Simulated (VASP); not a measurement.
**Mg3SnO: single point with r2SCAN**

Mg3SnO:

```xyz
5
Lattice="4.3451 0.0000 0.0000 0.0000 4.3451 0.0000 0.0000 0.0000 4.3451" Properties=species:S:1:pos:R:3 pbc="T T T"
Sn    0.0000    0.0000    0.0000
O     2.1726    2.1726    2.1726
Mg    2.1726    2.1726    0.0000
Mg    2.1726    0.0000    2.1726
Mg    0.0000    2.1726    2.1726
```

```json
{
 "Program": "VASP 6.6.1",
 "Task": "single point",
 "Functional": "r2SCAN",
 "Potentials or basis": "VASP PAW PBE potentials, release 64 (Sn_d, O, Mg)",
 "Cutoff": "520 eV",
 "k mesh": "6 × 6 × 6",
 "Occupations": "fermi-dirac, width 0.02 eV",
 "Spin": "no spin polarisation"
}
```

```
Pressure               : -0.5 GPa
Band gap on the k mesh : zero (band 13 reaches 6.24 eV, above the bottom of band 14 at 6.23 eV)
```

Levels at points of the mesh, in eV from the Fermi level:
```csv
k point,band 10,band 11,band 12,band 13,band 14,band 15,band 16,band 17
"(0.00, 0.00, 0.00)",-6.28,-0.56,-0.56,-0.56,0.68,0.68,2.33,6.29
"(0.50, 0.00, 0.00)",-5.48,-5.22,-0.73,-0.73,1.82,3.54,3.92,4.12
"(0.50, 0.50, 0.00)",-6.03,-2.94,-2.94,-0.44,0.38,2.88,3.18,3.18
"(0.50, 0.50, 0.50)",-6.68,-3.84,-3.84,-3.84,1.73,1.73,1.73,4.05
```

Wall time 2.8 min on 1 thread of Intel(R) Xeon(R) Platinum 8488C (Sapphire Rapids), on a shared host, peak memory 0.2 GiB.

Caveat: the PAW data sets were made with another functional, which shifts forces and pressure a little; spin-orbit coupling is left out, which moves the levels of the heavy elements.
